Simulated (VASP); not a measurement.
# Zn6O (P-31c) in VASP: relaxation of cell and atoms with PBE

Aim: the relaxation of cell and atoms of Zn6O with PBE.

Program: VASP 6.6.1. These are calculated values, not measurements. Logs are shortened: lines on timing, memory, paths and dates and some standing lists are left out, and cuts for length are marked.

**1. The cell of the first run**

The structure is trigonal, space group P-31c (No. 163). The conventional cell has a = 4.700 Å, b = 4.700 Å, c = 9.660 Å, α = 90.00°, β = 90.00°, γ = 120.00°. Zn (site symmetry 1) has 1 O at 1.98 Å within 2.6 Å. O (site symmetry 32) has 6 Zn at 1.98 Å within 2.6 Å.

**2. Relaxation of cell and atoms, PBE**

Contents of INCAR:

```
SYSTEM = Zn6O
ALGO = Normal
EDIFF = 1E-7
EDIFFG = -0.08
ENCUT = 600
GGA = PE
IBRION = 2
ISIF = 3
ISMEAR = 0
LASPH = .TRUE.
LCHARG = .FALSE.
LREAL = .FALSE.
LWAVE = .FALSE.
NELM = 80
NSW = 36
PREC = Accurate
SIGMA = 0.2
```

Contents of KPOINTS:

```
k-points
0
G
  4 4 2
  0 0 0
```

Contents of POSCAR:

```
Zn6O
1.0
    4.7000000000      0.0000000000      0.0000000000
   -2.3500000000      4.0703194000      0.0000000000
    0.0000000000      0.0000000000      9.6600000000
Zn O
12 2
Direct
    0.0000033300      0.6666966700      0.3750000000
    0.3333033300      0.9999966700      0.1250000000
    0.6666933300      0.9999966700      0.3750000000
    0.0000033300      0.3333066700      0.1250000000
    0.3333033300      0.3333066700      0.3750000000
    0.6666933300      0.6666966700      0.1250000000
    0.6666966700      0.6666933300      0.6250000000
    0.9999966700      0.6666933300      0.8750000000
    0.3333066700      0.3333033300      0.8750000000
    0.9999966700      0.3333033300      0.6250000000
    0.3333066700      0.0000033300      0.6250000000
    0.6666966700      0.0000033300      0.8750000000
    0.3333333300      0.6666666700      0.2500000000
    0.6666666700      0.3333333300      0.7500000000
```

Potentials or basis: VASP PAW PBE potentials, release 64 (Zn, O).

Command:

```
> cat potpaw_PBE.64/Zn/POTCAR potpaw_PBE.64/O/POTCAR > POTCAR
> mpirun -np 1 vasp_std > vasp.out
```

OUTCAR:

```text
SYSTEM = Zn6O
   EDIFF = 1E-7
   EDIFFG = -0.08
   ENCUT = 600
   GGA = PE
   IBRION = 2
   ISIF = 3
   ISMEAR = 0
   LASPH = .TRUE.
   LREAL = .FALSE.
   NELM = 80
   NSW = 36
   PREC = Accurate

 ion  position               nearest neighbor table
   1  0.000  0.667  0.375-  13 1.98   3 2.71   5 2.71   3 2.71   5 2.71   5 2.71   3 2.71   2 2.88
                             7 2.88  11 2.88   6 2.88   4 2.88  10 2.88
   2  0.333  1.000  0.125-  13 1.98   6 2.71   4 2.71   6 2.71   4 2.71   4 2.71   6 2.71   1 2.88
                             9 2.88   8 2.88   5 2.88   3 2.88  12 2.88
   3  0.667  1.000  0.375-  13 1.98   1 2.71   5 2.71   1 2.71   5 2.71   5 2.71   1 2.71   6 2.88
                            10 2.88   7 2.88   4 2.88  11 2.88   2 2.88
   4  0.000  0.333  0.125-  13 1.98   2 2.71   6 2.71   6 2.71   2 2.71   2 2.71   6 2.71   5 2.88
                            12 2.88   9 2.88   3 2.88   8 2.88   1 2.88
   5  0.333  0.333  0.375-  13 1.98   3 2.71   1 2.71   1 2.71   3 2.71   3 2.71   1 2.71   4 2.88
                            10 2.88  11 2.88   2 2.88   6 2.88   7 2.88
   6  0.667  0.667  0.125-  13 1.98   2 2.71   4 2.71   2 2.71   4 2.71   4 2.71   2 2.71   3 2.88
                            12 2.88   8 2.88   1 2.88   5 2.88   9 2.88
   7  0.667  0.667  0.625-  14 1.98  11 2.71  10 2.71  10 2.71  11 2.71  11 2.71  10 2.71   8 2.88
                             1 2.88   3 2.88  12 2.88   9 2.88   5 2.88
   8  1.000  0.667  0.875-  14 1.98  12 2.71   9 2.71   9 2.71  12 2.71  12 2.71   9 2.71   7 2.88
                             2 2.88   6 2.88  11 2.88   4 2.88  10 2.88
   9  0.333  0.333  0.875-  14 1.98  12 2.71   8 2.71  12 2.71   8 2.71   8 2.71  12 2.71  11 2.88
                             2 2.88   4 2.88  10 2.88   7 2.88   6 2.88
  10  1.000  0.333  0.625-  14 1.98  11 2.71   7 2.71  11 2.71   7 2.71   7 2.71  11 2.71  12 2.88
                             5 2.88   3 2.88   9 2.88   8 2.88   1 2.88
  11  0.333  0.000  0.625-  14 1.98  10 2.71   7 2.71  10 2.71   7 2.71   7 2.71  10 2.71   9 2.88
                             1 2.88   5 2.88   8 2.88   3 2.88  12 2.88
  12  0.667  0.000  0.875-  14 1.98   9 2.71   8 2.71   9 2.71   8 2.71   8 2.71   9 2.71  10 2.88
                             6 2.88   4 2.88   7 2.88  11 2.88   2 2.88
  13  0.333  0.667  0.250-   6 1.98   1 1.98   3 1.98   2 1.98   5 1.98   4 1.98
  14  0.667  0.333  0.750-   9 1.98  10 1.98  11 1.98  12 1.98   7 1.98   8 1.98

  LATTYP: Found a hexagonal cell.
 ALAT       =     4.7000000000
 C/A-ratio  =     2.0553191489

  Lattice vectors:

 A1 = (   4.7000000000,   0.0000000000,   0.0000000000)
 A2 = (  -2.3500000000,   4.0703194000,   0.0000000000)
 A3 = (   0.0000000000,   0.0000000000,   9.6600000000)

Analysis of symmetry for initial positions (statically):
=====================================================================
 Subroutine PRICEL returns:
 Original cell was already a primitive cell.

 Routine SETGRP: Setting up the symmetry group for a
 hexagonal supercell.

 Subroutine GETGRP returns: Found 12 space group operations
 (whereof  6 operations were pure point group operations)
 out of a pool of 24 trial point group operations.

The static configuration has the point symmetry S_6 .
 The point group associated with its full space group is D_3d.

Analysis of symmetry for dynamics (positions and initial velocities):
=====================================================================
 Subroutine PRICEL returns:
 Original cell was already a primitive cell.

 Routine SETGRP: Setting up the symmetry group for a
 hexagonal supercell.

 Subroutine GETGRP returns: Found 12 space group operations
 (whereof  6 operations were pure point group operations)
 out of a pool of 24 trial point group operations.

The dynamic configuration has the point symmetry S_6 .
 The point group associated with its full space group is D_3d.

 Subroutine INISYM returns: Found 12 space group operations
 (whereof  6 operations are pure point group operations),
 and found     1 'primitive' translations

----------------------------------------------------------------------------------------

                                     Primitive cell

  volume of cell :     184.8006

  direct lattice vectors                    reciprocal lattice vectors
     4.700000000  0.000000000  0.000000000     0.212765957  0.122840483  0.000000000
    -2.350000000  4.070319400  0.000000000     0.000000000  0.245680965  0.000000000
     0.000000000  0.000000000  9.660000000     0.000000000  0.000000000  0.103519669

  length of vectors
     4.700000000  4.700000002  9.660000000     0.245680966  0.245680965  0.103519669

  position of ions in fractional coordinates (direct lattice)
     0.000003330  0.666696670  0.375000000
     0.333303330  0.999996670  0.125000000
     0.666693330  0.999996670  0.375000000
[... 64 lines left out ...]
  0.250000  0.250000  0.500000      6.000000
   k-points           NKPTS =      8   k-points in BZ     NKDIM =      8   number of bands    NBANDS=     93
   number of dos      NEDOS =    301   number of ions     NIONS =     14
   total plane-waves  NPLWV = 128000
   dimension x,y,z NGX =    40 NGY =   40 NGZ =   80
   dimension x,y,z NGXF=    80 NGYF=   80 NGZF=  160
   ions per type =              12   2
   NGX,Y,Z   is equivalent  to a cutoff of  14.15, 14.15, 13.77 a.u.
   NGXF,Y,Z  is equivalent  to a cutoff of  28.30, 28.30, 27.54 a.u.
 SYSTEM =  Zn6O
   PREC   = accura    normal or accurate (medium, high low for compatibility)
   ISTART =      0    job   : 0-new  1-cont  2-samecut
   ICHARG =      2    charge: 1-file 2-atom 10-const
   ISPIN  =      1    spin polarized calculation?
   LNONCOLLINEAR =      F non collinear calculations
   LSORBIT =      F    spin-orbit coupling
   LASPH  =      T    aspherical Exc in radial PAW
   ENCUT  =  600.0 eV  44.10 Ry    6.64 a.u.   9.39  9.39 19.29*2*pi/ulx,y,z
   NELM   =     80;   NELMIN=  2; NELMDL= -5     # of ELM steps
   EDIFF  = 0.1E-06   stopping-criterion for ELM
   LREAL  =      F    real-space projection
   EDIFFG = -.8E-01   stopping-criterion for IOM
   NSW    =     36    number of steps for IOM
   IBRION =      2    ionic relax: 0-MD 1-quasi-New 2-CG
   NFREE  =      1    steps in history (QN), initial steepest desc. (CG)
   ISIF   =      3    stress and relaxation
   ISYM   =      2    0-nonsym 1-usesym 2-fastsym
   POTIM  = 0.5000    time-step for ionic-motion
   TEBEG  =    0.0;   TEEND  =   0.0 temperature during run
   PSTRESS=    0.0 pullay stress
   NELECT =     156.0000    total number of electrons
   NUPDOWN=      -1.0000    fix difference up-down
   EMIN   =  10.00;   EMAX   =-10.00  energy-range for DOS
   EFERMI =   0.00;   METHOD = LEGACY
   ISMEAR =     0;   SIGMA  =   0.20  broadening in eV -4-tet -1-fermi 0-gaus
   EFERMI_NEDOS =   21; number of points for ismear=-14 and -15
   IALGO  =     38    algorithm
   IMIX   =      4    mixing-type and parameters
     AMIX     =   0.40;   BMIX     =  1.00
     AMIX_MAG =   1.60;   BMIX_MAG =  1.00
  volume/ion in A,a.u.               =      13.20        89.08
  Fermi-wavevector in a.u.,A,eV,Ry     =   1.547207  2.923798 32.570317  2.393851
  Thomas-Fermi vector in A             =   2.652334
   LORBIT       =      0    0 simple, 1 ext, 2 COOP (PROOUT), +10 PAW based schemes
   GGA     = PE    functional components
   LHFCALC =     F    Hartree Fock is set to
   AEXX    =    0.0000 exact exchange contribution
   IVDW    =     0    specifies the selected vdW correction
   LEPSILON=     F    determine dielectric tensor
   LRPA    =     F    only Hartree local field effects (RPA)
 conjugate gradient relaxation of ions
 non-spin polarized calculation
 Gauss-broadening in eV      SIGMA  =   0.20
  energy-cutoff  :      600.00
  volume of cell :      184.80
 maximum number of plane-waves:      6195
 NGX is ok and might be reduce to    40
   NGX = 19   NGY = 19   NGZ = 39

--------------------------------------- Ionic step        1  -------------------------------------------

 number of electron     155.9999922 magnetization

 Free energy of the ion-electron system (eV)
  ---------------------------------------------------
  ext. energy  EPLUGINS =         0.00000000
  ---------------------------------------------------
  free energy    TOTEN  =       -22.86776958 eV

  energy without entropy =      -22.79901737  energy(sigma->0) =      -22.83339347

------------------------ aborting loop because EDIFF is reached ----------------------------------------

  FORCE on cell =-STRESS in cart. coord.  units (eV):
  Direction    XX          YY          ZZ          XY          YZ          ZX
  --------------------------------------------------------------------------------------
  -------------------------------------------------------------------------------------
  Total       21.5083275     21.5083275     15.1343632      0.0000000      0.0000000      0.0000000
  in kB      186.4720513    186.4720515    131.2113070      0.0000000      0.0000000      0.0000000
  external PRESSURE =     168.0518033 kB  Pullay stress =       0.0000000 kB
[... 125 lines left out ...]
  FREE ENERGIE OF THE ION-ELECTRON SYSTEM (eV)
  ---------------------------------------------------
  free  energy   TOTEN  =       -25.3961891685 eV

  energy  without entropy=      -25.3554016731  energy(sigma->0) =      -25.37579542

[... ionic steps 4 to 8 ...]

--------------------------------------- Ionic step        9  -------------------------------------------

 number of electron     155.9999972 magnetization

------------------------ aborting loop because EDIFF is reached ----------------------------------------
[... 91 lines left out ...]
--------------------------------------- Ionic step       11  -------------------------------------------

 number of electron     155.9999953 magnetization

 Free energy of the ion-electron system (eV)
  ---------------------------------------------------
  ext. energy  EPLUGINS =         0.00000000
  ---------------------------------------------------
  free energy    TOTEN  =       -26.06715714 eV

  energy without entropy =      -26.01955484  energy(sigma->0) =      -26.04335599

 E-fermi :   3.0894     XC(G=0): -11.4276

 val. band max:        3.0587828767   @ k =   0.0000   0.0000   0.0000
 cond. band min:       3.1314338602   @ k =   0.0000   0.0000   0.0000
 fundamental gap:      0.0726509835
 Fermi energy:         3.0894147106

 k-point     1 :       0.0000    0.0000    0.0000
  band No.  band energies     occupation
      1     -15.9861      2.00000
      2     -15.9609      2.00000
      3      -6.0889      2.00000
      4      -5.7111      2.00000
      5      -5.2214      2.00000
      6      -5.0024      2.00000
[... 733 lines left out ...]
     89       8.3298      0.00000
     90       8.4048      0.00000
 [bands above 90 left out]

------------------------ aborting loop because EDIFF is reached ----------------------------------------

  FORCE on cell =-STRESS in cart. coord.  units (eV):
  Direction    XX          YY          ZZ          XY          YZ          ZX
  --------------------------------------------------------------------------------------
  -------------------------------------------------------------------------------------
  Total       -0.2201699     -0.2201699      0.6237048      0.0000000      0.0000000     -0.0000000
  in kB       -1.7470638     -1.7470638      4.9491411      0.0000000      0.0000000     -0.0000000
  external PRESSURE =       0.4850045 kB  Pullay stress =       0.0000000 kB
[... 29 lines left out ...]
  FREE ENERGIE OF THE ION-ELECTRON SYSTEM (eV)
  ---------------------------------------------------
  free  energy   TOTEN  =       -26.0671571417 eV

  energy  without entropy=      -26.0195548429  energy(sigma->0) =      -26.04335599

 reached required accuracy - stopping structural energy minimisation
```

Wall time 63 min (1 thread of Intel Xeon 8259CL, shared host); peak memory 0.43 GiB.

What came out:

| Quantity | Value |
| --- | --- |
| Free energy | -26.0672 eV |
| Relaxed volume | 14.42 Å³/atom |
| Relaxed cell | a = 5.112 Å, b = 5.112 Å, c = 8.922 Å, α = 90.00°, β = 90.00°, γ = 120.00° |
| Space group after relaxing (to 0.1 Å) | P-31c (No. 163) |
| Energy gained by relaxing | 228.5 meV/atom |
| Ionic steps | 11 |
| Pressure after relaxing | 0.0 GPa |
| Largest force after relaxing | 0.068 eV/Å |
| Band gap on the k mesh | zero (bands 78 and 79 overlap by 0.43 eV) |

Forces in eV/Å, atoms in the order of the input:
```
Zn   0.024 -0.010 -0.063
Zn   0.021 -0.016  0.063
Zn  -0.021 -0.016 -0.063
Zn   0.003  0.026  0.063
Zn  -0.003  0.026 -0.063
Zn  -0.024 -0.010  0.063
Zn   0.003 -0.026  0.063
Zn  -0.003 -0.026 -0.063
Zn   0.024  0.010 -0.063
Zn  -0.024  0.010  0.063
Zn   0.021  0.016  0.063
Zn  -0.021  0.016 -0.063
O    0.000  0.000  0.000
O    0.000  0.000  0.000
```

The path:
| step | energy change (eV) | largest force (eV/Å) | pressure (GPa) | volume (Å³) |
| --- | --- | --- | --- | --- |
| 1 | 0.0000 | 2.3579 | 16.81 | 184.80 |
| 2 | -2.4160 | 0.1586 | -4.94 | 224.33 |
| 3 | -2.5284 | 0.4172 | -2.32 | 215.62 |
| 4 | -2.7222 | 0.2813 | -1.33 | 210.37 |
| 5 | -2.8749 | 0.1502 | 1.14 | 200.80 |
| 6 | -2.9829 | 0.2687 | 0.25 | 201.72 |
| 7 | -2.9755 | 0.5837 | -0.65 | 203.75 |
| 8 | -3.0688 | 0.4024 | -0.37 | 202.77 |
| 9 | -3.1563 | 0.2723 | -0.18 | 202.26 |
| 10 | -3.1727 | 0.1879 | 0.01 | 201.86 |
| 11 | -3.1994 | 0.0681 | 0.05 | 201.91 |

Final structure:
```yaml
crystal:
  lattice:
    - [5.11184, 0.00000, 0.00000]
    - [-2.55592, 4.42698, 0.00000]
    - [0.00000, 0.00000, 8.92227]
  atoms:
    - { symbol: Zn, position: [0.96888, 0.65975, 0.38275] }
    - { symbol: Zn, position: [0.34025, 0.03112, 0.11725] }
    - { symbol: Zn, position: [0.69088, 0.03112, 0.38275] }
    - { symbol: Zn, position: [0.96888, 0.30912, 0.11725] }
    - { symbol: Zn, position: [0.34025, 0.30912, 0.38275] }
    - { symbol: Zn, position: [0.69088, 0.65975, 0.11725] }
    - { symbol: Zn, position: [0.65975, 0.69088, 0.61725] }
    - { symbol: Zn, position: [0.03112, 0.69088, 0.88275] }
    - { symbol: Zn, position: [0.30912, 0.34025, 0.88275] }
    - { symbol: Zn, position: [0.03112, 0.34025, 0.61725] }
    - { symbol: Zn, position: [0.30912, 0.96888, 0.61725] }
    - { symbol: Zn, position: [0.65975, 0.96888, 0.88275] }
    - { symbol: O, position: [0.33333, 0.66667, 0.25000] }
    - { symbol: O, position: [0.66667, 0.33333, 0.75000] }
```

Caveat: the k points lie up to 0.35 Å⁻¹ apart in the final cell; semilocal functionals underestimate gaps, and a narrow one can read as zero; the relaxation stopped at a loose force limit of 0.08 eV/Å, so its end isn't a converged minimum.

The gap in the log of VASP goes by the Fermi energy; the results here count the filled bands.